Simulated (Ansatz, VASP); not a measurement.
## One calculation of Ta, two programs

The input INCAR:

```
PREC = Accurate
ENCUT = 520
EDIFF = 1E-7
ISMEAR = 0
SIGMA = 0.05
LREAL = False
LASPH = True
NELM = 80
ALGO = Normal
ISIF = 2
LWAVE = False
LCHARG = False
GGA = PE
NBANDS = 18
```

The input KPOINTS:

```
Automatic mesh
0
Gamma
  13 13 7
```

POSCAR

```
Ta
1.0
    2.9039239680      0.0000000000      0.0000000000
   -1.4519619840      2.5148719270      0.0000000000
    0.0000000000      0.0000000000      5.1308977023
Ta
2
Direct
    0.3333333333      0.6666666667      0.2500000000
    0.6666666667      0.3333333333      0.7500000000
```

Input for Ansatz:

```yaml
crystal:
  lattice:
    - [2.903923968, 0.0, 0.0]
    - [-1.451961984, 2.514871927, 0.0]
    - [0.0, 0.0, 5.1308977023]
  atoms:
    - { symbol: Ta, position: [0.3333333333, 0.6666666667, 0.25] }
    - { symbol: Ta, position: [0.6666666667, 0.3333333333, 0.75] }
kpoints:
  mp_grid: { grid: [13, 13, 7] }
scf:
  occupations: { method: gaussian, width: 0.05 }
hamiltonian:
  xc: pbe
  pseudopotentials: { kind: all_electron, lapw: { basis_error: 0.001 } }
output:
  forces: true
  stress: true
  eigenvalues: true
```

Alike in both runs: task single point; functional PBE; k mesh 13 × 13 × 7; occupations gaussian, width 0.05 eV; no spin polarisation.

|  | VASP | Ansatz |
| --- | --- | --- |
| version | VASP 6.6.1 | Ansatz 0.2.0 |
| potentials or method | VASP PAW PBE potentials, release 64 (Ta_pv), cutoff 520 eV | all-electron LAPW, scalar-relativistic |

Ansatz gave:

* pressure (GPa): 0.0

Q: Estimate VASP's values.

A: Pressure (GPa): 0.1.

Ansatz ran all-electron here, and VASP with PAW potentials.

Neither program's run includes spin-orbit coupling.
